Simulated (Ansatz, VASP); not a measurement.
**BN in VASP and in Ansatz**

File INCAR:

```
SYSTEM = BN
ALGO = Normal
EDIFF = 1E-8
ENCUT = 520
ISIF = 2
ISMEAR = -1
LASPH = .True.
LCHARG = .False.
LEFG = .True.
LREAL = .False.
LWAVE = .False.
NBANDS = 16
NELM = 60
PREC = Accurate
SIGMA = 0.02
```

File KPOINTS:

```
k-points
0
Gamma
  14 14 5
  0 0 0
```

The input POSCAR:

```
BN
1.0
    2.4982400000      0.0000000000      0.0000000000
   -1.2491200000      2.1635393048      0.0000000000
    0.0000000000      0.0000000000      6.6357000000
B N
2 2
Direct
    0.3333333333      0.6666666667      0.2500000000
    0.6666666667      0.3333333333      0.7500000000
    0.3333333333      0.6666666667      0.7500000000
    0.6666666667      0.3333333333      0.2500000000
```

Input for Ansatz:

```yaml
crystal:
  lattice:
    - [2.49824, 0.0, 0.0]
    - [-1.24912, 2.1635393048, 0.0]
    - [0.0, 0.0, 6.6357]
  atoms:
    - { symbol: B, position: [0.3333333333, 0.6666666667, 0.25] }
    - { symbol: B, position: [0.6666666667, 0.3333333333, 0.75] }
    - { symbol: "N", position: [0.3333333333, 0.6666666667, 0.75] }
    - { symbol: "N", position: [0.6666666667, 0.3333333333, 0.25] }
kpoints:
  mp_grid: { grid: [14, 14, 5] }
scf:
  occupations: { method: fermi_dirac, width: 0.02 }
hamiltonian:
  xc: lda
  pseudopotentials: { kind: paw }
output:
  forces: true
  stress: true
  populations: true
  efg:
    quadrupole_moments_barn: { B: 0.04059, "N": 0.02044 }
    contact_densities: true
```

Alike in both runs: task electric field gradients; functional LDA; k mesh 14 × 14 × 5; occupations fermi-dirac, width 0.02 eV; no spin polarisation.

|  | VASP | Ansatz |
| --- | --- | --- |
| version | VASP 6.6.1 | Ansatz 0.2.0 |
| potentials or method | VASP PAW LDA potentials, release 64 (B, N) | plane-wave PAW, scalar-relativistic |
| plane-wave cutoff (eV) | 520 | 420 |
| valence electrons in the cell | 16 | 16 |

|  | VASP | Ansatz | Ansatz less VASP |
| --- | --- | --- | --- |
| gap on the k mesh at the Fermi level (eV) | 4.06 | 4.07 | +0.016 |
| pressure (GPa) | -2.5 | -2.9 | -0.45 |
| traceless stress, the component that is largest in VASP (GPa) | 1.78 | 2.39 | +0.602 |
| size of Vzz on the site where it differs most (V/Å²) | 35.2 | 28.6 | -6.66 |

LDA's correlation is that of Perdew and Zunger in VASP and of Perdew and Wang (1992) in Ansatz.
